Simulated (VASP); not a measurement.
## Si (a cell with a defect): single point with LDA

The system is Si (a cell with a defect).

```xyz
63
Lattice="10.8600 0.0000 0.0000 0.0000 10.8600 0.0000 0.0000 0.0000 10.8600" Properties=species:S:1:pos:R:3 pbc="T T T"
Si    5.4427   -0.0139   -0.0343
Si    6.7719    1.3580    1.3425
Si    8.1436    2.7380    0.0200
Si    9.4691    4.1597    1.4416
Si    8.1500    0.0029    2.7034
Si    9.4998    1.3604    4.0708
Si    0.0105    0.0096   -0.0053
Si    1.3465    1.3853    1.3644
Si    2.7128    2.7160   -0.0021
Si    4.0433    4.0824    1.3644
Si    5.4190    5.4184   -0.0056
Si    6.7793    6.7869    1.3522
Si    8.1451    8.1435   -0.0027
Si    9.5018    9.5092    1.3525
Si    2.7156    0.0097    2.7011
Si    4.0864    1.3424    4.0711
Si    5.4191    2.7125    2.7004
Si    6.7793    4.0704    4.0689
Si    8.1133    5.5914    2.8733
Si    8.9803    7.3046    4.5858
Si    5.5106   -0.0816    5.3904
Si    6.8105    1.3201    6.7602
Si    8.1451    2.7153    5.4255
Si    9.5016    4.0708    6.7910
Si    8.1801   -0.0790    8.0630
Si    9.5002    1.3439    9.4857
Si   -0.0204    5.4495    0.0329
Si    1.2701    6.8200    1.4408
Si    2.6919    8.1455    0.0193
Si    4.0707    9.5173    1.3430
Si   -0.0204    2.7511    2.7315
Si    1.2699    4.1590    4.1020
Si    2.6777    5.4495    2.7315
Si    4.0685    6.7890    4.0709
Si    5.4260    8.1386    2.7033
Si    6.9254    9.3635    4.0383
Si    0.0073    0.0031    5.4207
Si    1.3684    1.3580    6.7986
Si    2.6918    2.7373    5.4275
Si    4.0706    4.0611    6.7992
Si    5.4259    5.4214    5.4205
Si    6.9245    6.7562    6.6463
Si    9.5323    9.3682    6.6501
Si    2.7451   -0.0140    8.1279
Si    4.0737    1.3551    9.4970
Si    5.4426    2.6838    8.1279
Si    6.7720    4.0604    9.5000
Si    8.1499    5.4215    8.1451
Si    9.4998    6.7889    9.5023
Si   -0.1628    8.1743    2.8732
Si    1.3577    9.5088    4.0692
Si   -0.1631    5.5916    5.4560
Si    1.3576    6.7873    6.7907
Si    2.7135    8.1436    5.4255
Si    4.1091    9.4782    6.7601
Si    0.0104    2.7130    8.1514
Si    1.3465    4.0825    9.5272
Si    2.7155    5.4192    8.1516
Si    4.0862    6.7891    9.4844
Si    5.5102    8.1086    8.0608
Si    6.8105    9.4783    9.4621
Si    0.0073    8.1389    8.1451
Si    1.3685    9.5167    9.5000
```

```yaml
Program: VASP 6.6.1
Task: single point
Functional: LDA
Potentials_or_basis: VASP PAW LDA potentials, release 64 (Si)
Cutoff: 520 eV
k_mesh: 1 × 1 × 1
Occupations: fermi-dirac, width 0.05 eV
Spin: no spin polarisation
```

```
Pressure               : -2.2 GPa
Largest force          : 0.295 eV/Å
Band gap on the k mesh : zero (filled and empty bands touch)
```

Forces on the atoms (eV/Å):
```
Si  -0.001  0.000 -0.006
Si  -0.008  0.001  0.000
Si  -0.006  0.005  0.005
Si   0.004  0.006  0.006
Si  -0.003  0.010 -0.002
Si   0.004  0.002  0.000
Si  -0.002  0.001  0.004
Si  -0.001  0.006  0.002
Si  -0.004  0.002 -0.004
Si  -0.005  0.001  0.002
Si  -0.001  0.003  0.004
Si  -0.006 -0.002  0.001
Si  -0.003  0.000  0.001
Si   0.002  0.004  0.002
Si  -0.005  0.000  0.002
Si  -0.001  0.001 -0.004
Si  -0.001  0.005  0.003
Si  -0.005  0.000 -0.001
Si  -0.003  0.016  0.013
Si   0.171 -0.171 -0.170
Si  -0.011  0.011  0.004
Si  -0.003  0.006  0.003
Si  -0.003  0.008 -0.002
Si   0.003  0.002  0.003
Si  -0.003  0.012  0.011
Si   0.004  0.002  0.003
Si   0.000  0.000  0.004
Si  -0.007 -0.004  0.006
Si  -0.006  0.006  0.005
Si   0.000  0.007  0.000
Si   0.000  0.003  0.001
Si  -0.006  0.005 -0.003
Si  -0.002  0.001  0.001
Si  -0.001 -0.002  0.000
Si  -0.010  0.003 -0.001
Si   0.005 -0.006  0.006
Si   0.002  0.011  0.002
Si   0.001  0.002  0.008
Si  -0.006  0.005  0.005
Si  -0.002 -0.001  0.008
Si  -0.010 -0.002  0.003
Si   0.006  0.006 -0.005
Si  -0.005 -0.003 -0.002
Si   0.006  0.001  0.000
Si  -0.003  0.004  0.006
Si   0.000 -0.005  0.000
Si  -0.007  0.001  0.001
Si  -0.003 -0.004  0.010
Si   0.004 -0.002  0.005
Si  -0.017  0.002  0.016
Si  -0.001  0.003  0.000
Si  -0.017  0.016  0.001
Si  -0.001 -0.001  0.003
Si  -0.009  0.002 -0.001
Si  -0.005  0.003  0.003
Si  -0.001  0.005  0.001
Si   0.000  0.000  0.007
Si  -0.005  0.002  0.000
Si  -0.002 -0.004  0.002
Si  -0.011  0.004  0.011
Si  -0.004  0.003  0.006
Si   0.004  0.003  0.010
Si   0.000  0.007  0.001
```

Stress tensor (GPa, compression positive):
```
-2.25  0.66  0.66
 0.66 -2.24 -0.65
 0.66 -0.65 -2.24
```

Levels at points of the mesh, in eV from the Fermi level:
```tsv
k point	band 123	band 124	band 125	band 126	band 127	band 128
(0.00, 0.00, 0.00)	-0.85	-0.85	-0.66	0.01	0.01	0.15
```

It took 7.5 min on 1 thread of Intel Xeon 8259CL, on a shared host, peak memory 0.68 GiB.

Caveat: the k points lie up to 0.58 Å⁻¹ apart.
